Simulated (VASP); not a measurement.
# KTaO3 (Pm-3m) in VASP: notebook

KTaO3 is run at these levels: PBE; tasks: single point, relaxation of cell and atoms.

Everything below comes from runs of VASP 6.6.1. Logs are shortened: lines on timing, memory, paths and dates and some standing lists are left out, and cuts for length are marked.

**1. The cell of the first run**

It takes space group Pm-3m (No. 221, cubic). The conventional cell has a = 4.064 Å, b = 4.064 Å, c = 4.064 Å, α = 90.00°, β = 90.00°, γ = 90.00°. K (site symmetry m-3m) has 12 O at 2.87 Å and 8 Ta at 3.52 Å within 3.8 Å. Within 2.7 Å of Ta (site symmetry m-3m) lie 6 O at 2.03 Å. Within 2.7 Å of O (site symmetry 4/mmm) lie 2 Ta at 2.03 Å.

**2. Single point, PBE (13.43 Å³/atom)**

The input, INCAR:

```
ALGO = Normal
EDIFF = 1E-6
ENCUT = 520
GGA = PE
ISIF = 2
ISMEAR = 0
LASPH = T
LCHARG = F
LREAL = F
LWAVE = F
NBANDS = 27
NELM = 60
PREC = Accurate
SIGMA = 0.02
```

The input, KPOINTS:

```
k-points
0
Gamma
  8 8 8
```

The input, POSCAR:

```
KTaO3
1.0
    4.0642676754      0.0000000000      0.0000000000
    0.0000000000      4.0642676754      0.0000000000
    0.0000000000      0.0000000000      4.0642676754
K Ta O
1 1 3
Direct
    0.0000000000      0.0000000000      0.0000000000
    0.5000000000      0.5000000000      0.5000000000
    0.5000000000      0.0000000000      0.5000000000
    0.5000000000      0.5000000000      0.0000000000
    0.0000000000      0.5000000000      0.5000000000
```

Potentials or basis: VASP PAW PBE potentials, release 64 (K_sv, Ta_pv, O).

On the command line:

```console
$ cat potpaw_PBE.64/K_sv/POTCAR potpaw_PBE.64/Ta_pv/POTCAR potpaw_PBE.64/O/POTCAR > POTCAR
$ mpirun -np 1 vasp_std > vasp.out
```

OUTCAR:

```text
EDIFF = 1E-6
   ENCUT = 520
   GGA = PE
   ISIF = 2
   ISMEAR = 0
   LASPH = T
   LREAL = F
   NELM = 60
   PREC = Accurate

 ion  position               nearest neighbor table
   1  0.000  0.000  0.000-   3 2.87   4 2.87   5 2.87   3 2.87   5 2.87   4 2.87   5 2.87   5 2.87
                             3 2.87   4 2.87   3 2.87   4 2.87   2 3.52   2 3.52   2 3.52   2 3.52
   2  0.500  0.500  0.500-   3 2.03   4 2.03   5 2.03   4 2.03   3 2.03   5 2.03   1 3.52   1 3.52
                             1 3.52   1 3.52   1 3.52   1 3.52   1 3.52   1 3.52
   3  0.500  0.000  0.500-   2 2.03   2 2.03   1 2.87   1 2.87   1 2.87   1 2.87
   4  0.500  0.500  0.000-   2 2.03   2 2.03   1 2.87   1 2.87   1 2.87   1 2.87
   5  0.000  0.500  0.500-   2 2.03   2 2.03   1 2.87   1 2.87   1 2.87   1 2.87

  LATTYP: Found a simple cubic cell.
 ALAT       =     4.0642676754

  Lattice vectors:

 A1 = (   4.0642676754,   0.0000000000,   0.0000000000)
 A2 = (   0.0000000000,   4.0642676754,   0.0000000000)
 A3 = (   0.0000000000,   0.0000000000,   4.0642676754)

Analysis of symmetry for initial positions (statically):
=====================================================================
 Subroutine PRICEL returns:
 Original cell was already a primitive cell.

 Routine SETGRP: Setting up the symmetry group for a
 simple cubic supercell.

 Subroutine GETGRP returns: Found 48 space group operations
 (whereof 48 operations were pure point group operations)
 out of a pool of 48 trial point group operations.

The static configuration has the point symmetry O_h .

Analysis of symmetry for dynamics (positions and initial velocities):
=====================================================================
 Subroutine PRICEL returns:
 Original cell was already a primitive cell.

 Routine SETGRP: Setting up the symmetry group for a
 simple cubic supercell.

 Subroutine GETGRP returns: Found 48 space group operations
 (whereof 48 operations were pure point group operations)
 out of a pool of 48 trial point group operations.

The dynamic configuration has the point symmetry O_h .

 Subroutine INISYM returns: Found 48 space group operations
 (whereof 48 operations are pure point group operations),
 and found     1 'primitive' translations

----------------------------------------------------------------------------------------

                                     Primitive cell

  volume of cell :      67.1347

  direct lattice vectors                    reciprocal lattice vectors
     4.064267675  0.000000000  0.000000000     0.246046786  0.000000000  0.000000000
     0.000000000  4.064267675  0.000000000     0.000000000  0.246046786  0.000000000
     0.000000000  0.000000000  4.064267675     0.000000000  0.000000000  0.246046786

  length of vectors
     4.064267675  4.064267675  4.064267675     0.246046786  0.246046786  0.246046786

  position of ions in fractional coordinates (direct lattice)
     0.000000000  0.000000000  0.000000000
     0.500000000  0.500000000  0.500000000
     0.500000000  0.000000000  0.500000000
     0.500000000  0.500000000  0.000000000
     0.000000000  0.500000000  0.500000000

  ion indices of the primitive-cell ions
   primitive index   ion index
                 1           1
                 2           2
                 3           3
                 4           4
                 5           5

----------------------------------------------------------------------------------------

 KPOINTS: k-points

Automatic generation of k-mesh.
 Grid dimensions read from file:
 generate k-points for:    8    8    8

 Generating k-lattice:

  Cartesian coordinates                     Fractional coordinates (reciprocal lattice)
     0.030755848  0.000000000  0.000000000     0.125000000  0.000000000  0.000000000
     0.000000000  0.030755848  0.000000000     0.000000000  0.125000000  0.000000000
     0.000000000  0.000000000  0.030755848     0.000000000  0.000000000  0.125000000

  Length of vectors
     0.030755848  0.030755848  0.030755848

  Shift w.r.t. Gamma in fractional coordinates (k-lattice)
     0.000000000  0.000000000  0.000000000

 Subroutine IBZKPT returns following result:
 ===========================================

 Found     35 irreducible k-points:

 Following reciprocal coordinates:
            Coordinates               Weight
  0.000000  0.000000  0.000000      1.000000
  0.125000  0.000000  0.000000      6.000000
  0.250000  0.000000  0.000000      6.000000
  0.375000  0.000000  0.000000      6.000000
  0.500000  0.000000  0.000000      3.000000
  0.125000  0.125000  0.000000     12.000000
[... 16 lines left out ...]
  0.375000  0.375000  0.125000     24.000000
  0.500000  0.375000  0.125000     24.000000
 [... further k-points ...]
   k-points           NKPTS =     35   k-points in BZ     NKDIM =     35   number of bands    NBANDS=     27
   number of dos      NEDOS =    301   number of ions     NIONS =      5
   total plane-waves  NPLWV =  27000
   dimension x,y,z NGX =    30 NGY =   30 NGZ =   30
   dimension x,y,z NGXF=    60 NGYF=   60 NGZF=   60
   ions per type =               1   1   3
   NGX,Y,Z   is equivalent  to a cutoff of  12.27, 12.27, 12.27 a.u.
   NGXF,Y,Z  is equivalent  to a cutoff of  24.54, 24.54, 24.54 a.u.
 SYSTEM =  unknown system
   PREC   = accura    normal or accurate (medium, high low for compatibility)
   ISTART =      0    job   : 0-new  1-cont  2-samecut
   ICHARG =      2    charge: 1-file 2-atom 10-const
   ISPIN  =      1    spin polarized calculation?
   LNONCOLLINEAR =      F non collinear calculations
   LSORBIT =      F    spin-orbit coupling
   LASPH  =      T    aspherical Exc in radial PAW
   ENCUT  =  520.0 eV  38.22 Ry    6.18 a.u.   7.56  7.56  7.56*2*pi/ulx,y,z
   NELM   =     60;   NELMIN=  2; NELMDL= -5     # of ELM steps
   EDIFF  = 0.1E-05   stopping-criterion for ELM
   LREAL  =      F    real-space projection
   EDIFFG = 0.1E-04   stopping-criterion for IOM
   NSW    =      0    number of steps for IOM
   IBRION =     -1    ionic relax: 0-MD 1-quasi-New 2-CG
   NFREE  =      0    steps in history (QN), initial steepest desc. (CG)
   ISIF   =      2    stress and relaxation
   ISYM   =      2    0-nonsym 1-usesym 2-fastsym
   POTIM  = 0.5000    time-step for ionic-motion
   TEBEG  =    0.0;   TEEND  =   0.0 temperature during run
   PSTRESS=    0.0 pullay stress
   NELECT =      38.0000    total number of electrons
   NUPDOWN=      -1.0000    fix difference up-down
   EMIN   =  10.00;   EMAX   =-10.00  energy-range for DOS
   EFERMI =   0.00;   METHOD = LEGACY
   ISMEAR =     0;   SIGMA  =   0.02  broadening in eV -4-tet -1-fermi 0-gaus
   EFERMI_NEDOS =   21; number of points for ismear=-14 and -15
   IALGO  =     38    algorithm
   IMIX   =      4    mixing-type and parameters
     AMIX     =   0.40;   BMIX     =  1.00
     AMIX_MAG =   1.60;   BMIX_MAG =  1.00
  volume/ion in A,a.u.               =      13.43        90.61
  Fermi-wavevector in a.u.,A,eV,Ry     =   1.354213  2.559092 24.951636  1.833894
  Thomas-Fermi vector in A             =   2.481404
   LORBIT       =      0    0 simple, 1 ext, 2 COOP (PROOUT), +10 PAW based schemes
   GGA     = PE    functional components
   LHFCALC =     F    Hartree Fock is set to
   AEXX    =    0.0000 exact exchange contribution
   IVDW    =     0    specifies the selected vdW correction
   LEPSILON=     F    determine dielectric tensor
   LRPA    =     F    only Hartree local field effects (RPA)
 non-spin polarized calculation
 Gauss-broadening in eV      SIGMA  =   0.02
  energy-cutoff  :      520.00
  volume of cell :       67.13
 maximum number of plane-waves:      1856
   NGX = 15   NGY = 15   NGZ = 15

 number of electron      37.9999985 magnetization

 Free energy of the ion-electron system (eV)
  ---------------------------------------------------
  ext. energy  EPLUGINS =         0.00000000
  ---------------------------------------------------
  free energy    TOTEN  =       -41.04371295 eV

  energy without entropy =      -41.04371295  energy(sigma->0) =      -41.04371295

 E-fermi :   1.5933     XC(G=0): -10.5820

 val. band max:        1.4235905587   @ k =   0.5000   0.5000   0.5000
 cond. band min:       3.4719600631   @ k =   0.0000   0.0000   0.0000
 fundamental gap:      2.0483695044
 Fermi energy:         1.5932876060

 k-point     1 :       0.0000    0.0000    0.0000
  band No.  band energies     occupation
      1     -32.9557      2.00000
      2     -32.9557      2.00000
      3     -32.9557      2.00000
      4     -25.9516      2.00000
      5     -15.9237      2.00000
      6     -15.2385      2.00000
[... 19 lines left out ...]
     26       9.4884      0.00000
     27       9.4884      0.00000

 k-point     2 :       0.1250    0.0000    0.0000
  band No.  band energies     occupation
      1     -32.9657      2.00000
      2     -32.9553      2.00000
      3     -32.9553      2.00000
      4     -25.9487      2.00000
      5     -15.8800      2.00000
      6     -15.2355      2.00000
[... 19 lines left out ...]
     26       9.6707      0.00000
     27       9.6925      0.00000

 k-point     3 :       0.2500    0.0000    0.0000
  band No.  band energies     occupation
      1     -32.9898      2.00000
      2     -32.9544      2.00000
      3     -32.9544      2.00000
      4     -25.9416      2.00000
      5     -15.8190      2.00000
      6     -15.2288      2.00000
[... 19 lines left out ...]
     26      10.1271      0.00000
     27      10.3384      0.00000

 k-point     4 :       0.3750    0.0000    0.0000
  band No.  band energies     occupation
      1     -33.0138      2.00000
      2     -32.9535      2.00000
      3     -32.9535      2.00000
      4     -25.9345      2.00000
      5     -15.8001      2.00000
      6     -15.2220      2.00000
[... 19 lines left out ...]
     26      10.6127      0.00000
     27      11.4516      0.00000

 k-point     5 :       0.5000    0.0000    0.0000
  band No.  band energies     occupation
      1     -33.0236      2.00000
      2     -32.9531      2.00000
      3     -32.9531      2.00000
      4     -25.9316      2.00000
      5     -15.7994      2.00000
      6     -15.2191      2.00000
[... 19 lines left out ...]
     26      10.8249      0.00000
     27      11.8139      0.00000

 k-point     6 :       0.1250    0.1250    0.0000
  band No.  band energies     occupation
      1     -32.9654      2.00000
      2     -32.9652      2.00000
      3     -32.9549      2.00000
      4     -25.9459      2.00000
      5     -15.8287      2.00000
      6     -15.1958      2.00000
[... 444 lines left out ...]
      1     -33.0118      2.00000
      2     -32.9870      2.00000
      3     -32.9622      2.00000
      4     -25.9265      2.00000
      5     -15.4736      2.00000
      6     -14.9547      2.00000
[... 19 lines left out ...]
     26      11.2177      0.00000
     27      11.8018      0.00000

 k-point    22 :       0.5000    0.2500    0.1250
  band No.  band energies     occupation
      1     -33.0216      2.00000
      2     -32.9866      2.00000
      3     -32.9618      2.00000
      4     -25.9243      2.00000
      5     -15.4600      2.00000
      6     -14.9514      2.00000
[... 19 lines left out ...]
     26      11.4928      0.00000
     27      11.8045      0.00000

 k-point    23 :       0.3750    0.3750    0.1250
  band No.  band energies     occupation
      1     -33.0108      2.00000
      2     -33.0106      2.00000
      3     -32.9613      2.00000
      4     -25.9221      2.00000
      5     -15.3849      2.00000
      6     -14.6965      2.00000
[... 19 lines left out ...]
     26      11.7026      0.00000
     27      11.9974      0.00000

 k-point    24 :       0.5000    0.3750    0.1250
  band No.  band energies     occupation
      1     -33.0205      2.00000
      2     -33.0103      2.00000
      3     -32.9609      2.00000
      4     -25.9203      2.00000
      5     -15.3619      2.00000
      6     -14.6770      2.00000
[... 19 lines left out ...]
     26      11.8940      0.00000
     27      11.9535      0.00000

 [... further k-points ...]
[... 5 lines left out ...]
  --------------------------------------------------------------------------------------
  -------------------------------------------------------------------------------------
  Total       -1.9745339     -1.9745339     -1.9745339     -0.0000000      0.0000000     -0.0000000
  in kB      -47.1224934    -47.1224934    -47.1224934     -0.0000000      0.0000000     -0.0000000
  external PRESSURE =     -47.1224934 kB  Pullay stress =       0.0000000 kB

 VOLUME and BASIS-vectors are now :
 -----------------------------------------------------------------------------
  energy-cutoff  :      520.00
  volume of cell :       67.13
      direct lattice vectors                 reciprocal lattice vectors
     4.064267675  0.000000000  0.000000000     0.246046786  0.000000000  0.000000000
     0.000000000  4.064267675  0.000000000     0.000000000  0.246046786  0.000000000
     0.000000000  0.000000000  4.064267675     0.000000000  0.000000000  0.246046786

 POSITION                                       TOTAL-FORCE (eV/Angst)
 -----------------------------------------------------------------------------------
      0.00000      0.00000      0.00000         0.000000      0.000000      0.000000
      2.03213      2.03213      2.03213         0.000000      0.000000      0.000000
      2.03213      0.00000      2.03213         0.000000      0.000000      0.000000
      2.03213      2.03213      0.00000         0.000000      0.000000      0.000000
      0.00000      2.03213      2.03213         0.000000      0.000000      0.000000
 -----------------------------------------------------------------------------------
    total drift:                                0.000000      0.000000     -0.000000

  FREE ENERGIE OF THE ION-ELECTRON SYSTEM (eV)
  ---------------------------------------------------
  free  energy   TOTEN  =       -41.0437129488 eV

  energy  without entropy=      -41.0437129488  energy(sigma->0) =      -41.04371295
```

Wall time 62 s (1 thread of Intel Xeon 8259CL, shared host); peak memory 0.21 GiB.

Results:

- Free energy: -41.0437 eV
- Pressure: -4.7 GPa
- Band gap on the k mesh: 2.05 eV (least direct gap 2.69 eV)

Levels at points of the mesh, in eV from the valence-band top:
```csv
k point,band 16,band 17,band 18,band 19,band 20,band 21,band 22,band 23
"(0.00, 0.00, 0.00)",-0.97,-0.64,-0.64,-0.64,2.05,2.05,2.05,6.12
"(0.50, 0.00, 0.00)",-2.02,-1.38,-0.84,-0.84,2.18,4.65,4.65,6.16
"(0.50, 0.50, 0.00)",-1.75,-1.36,-1.36,-0.04,4.68,4.68,5.87,6.95
"(0.50, 0.50, 0.50)",-3.72,0.00,0.00,0.00,5.97,5.97,5.97,8.75
```

Caveat: the cell stands under tension; spin-orbit coupling is left out, which moves the levels of the heavy elements.

**3. Single point, PBE (13.82 Å³/atom)**

This run uses another cell than the first one, of 13.82 Å³/atom.

The input, INCAR:

```
SYSTEM = KTaO3
  PREC = Accurate
  ENCUT = 520
  EDIFF = 1E-6
  ISMEAR = 0
  SIGMA = 0.02
  LREAL = .FALSE.
  LASPH = .TRUE.
  NELM = 100
  ALGO = Normal
  ISIF = 2
  LWAVE = .FALSE.
  LCHARG = .TRUE.
  GGA = PE
  LELF = .TRUE.
  LVHAR = .TRUE.
  NBANDS = 27
```

The input, KPOINTS:

```
Automatic mesh
0
G
  8 8 8
  0 0 0
```

Edit POSCAR of step 2 so:

```diff
@@ -2,5 +2,5 @@
 1.0
-    4.0642676754      0.0000000000      0.0000000000
-    0.0000000000      4.0642676754      0.0000000000
-    0.0000000000      0.0000000000      4.0642676754
+    4.1033495698      0.0000000000      0.0000000000
+    0.0000000000      4.1033495698      0.0000000000
+    0.0000000000      0.0000000000      4.1033495698
 K Ta O
```

Potentials or basis: VASP PAW PBE potentials, release 64 (K_sv, Ta_pv, O).

On the command line:

```console
$ cat potpaw_PBE.64/K_sv/POTCAR potpaw_PBE.64/Ta_pv/POTCAR potpaw_PBE.64/O/POTCAR > POTCAR
$ mpirun -np 1 vasp_std > vasp.out
```

Wall time 55 s (1 thread of Intel Xeon 8259CL, shared host); peak memory 0.21 GiB.

Results (log left out):

```yaml
Free_energy: -40.9602 eV
Pressure: -9.2 GPa
Band_gap_on_the_k_mesh: 1.98 eV (least direct gap 2.62 eV)
```

Levels at points of the mesh, in eV from the valence-band top:
```csv
k point,band 16,band 17,band 18,band 19,band 20,band 21,band 22,band 23
"(0.00, 0.00, 0.00)",-0.93,-0.64,-0.64,-0.64,1.98,1.98,1.98,5.81
"(0.50, 0.00, 0.00)",-1.96,-1.31,-0.83,-0.83,2.10,4.47,4.47,5.85
"(0.50, 0.50, 0.00)",-1.79,-1.33,-1.33,-0.03,4.50,4.50,5.64,6.60
"(0.50, 0.50, 0.50)",-3.63,0.00,0.00,0.00,5.73,5.73,5.73,8.66
```

Caveat: the cell stands under tension; spin-orbit coupling is left out, which moves the levels of the heavy elements. A k mesh can miss the band edges.

(Part 1 of 2 ends here.)
